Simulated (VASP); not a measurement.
A run of VASP 6.6.1 is set up as follows.

The input POSCAR:

```
Pt
1.0
    0.0000000000      1.9609000000      1.9609000000
    1.9609000000      0.0000000000      1.9609000000
    1.9609000000      1.9609000000      0.0000000000
Pt
1
Direct
    0.0000000000      0.0000000000      0.0000000000
```

Contents of INCAR.step1:

```
SYSTEM = Pt
  PREC = Accurate
  ENCUT = 520
  EDIFF = 1E-5
  ISMEAR = -1
  SIGMA = 0.05
  LREAL = .False.
  LASPH = .True.
  NELM = 60
  ALGO = Normal
  ISIF = 2
  LWAVE = .True.
  GGA = PE
  NBANDS = 11
```

The input INCAR.step2:

```
SYSTEM = Pt
  PREC = Accurate
  ENCUT = 520
  EDIFF = 1E-6
  ISMEAR = -1
  SIGMA = 0.05
  LREAL = .False.
  LASPH = .True.
  NELM = 60
  ALGO = Normal
  ISIF = 2
  LWAVE = .False.
  LCHARG = .True.
  GGA = PE
  LHFCALC = .True.
  HFSCREEN = 0.2079
  PRECFOCK = Normal
  LELF = .True.
  LVHAR = .True.
  ISTART = 1
  NBANDS = 11
```

The input KPOINTS:

```
regular mesh
0
Gamma
  6 6 6
  0 0 0
```

Potentials or basis: VASP PAW PBE potentials, release 64 (Pt).

Run with:

```sh
$ cat potpaw_PBE.64/Pt/POTCAR > POTCAR
$ cp INCAR.step1 INCAR
$ mpirun -np 1 vasp_std > vasp.out
$ cp INCAR.step2 INCAR
$ mpirun -np 1 vasp_std > vasp.out
```

Question: Estimate the band gap on the k mesh.

Answer: Zero (band 5 reaches 11.27 eV, above the bottom of band 6 at 8.30 eV).

Question: Predict the pressure.

Answer: -2.0 GPa.

Caveat: the k points lie up to 0.46 Å⁻¹ apart; the PAW data sets were made with another functional, which shifts forces and pressure a little; spin-orbit coupling is left out, which moves the levels of the heavy elements.
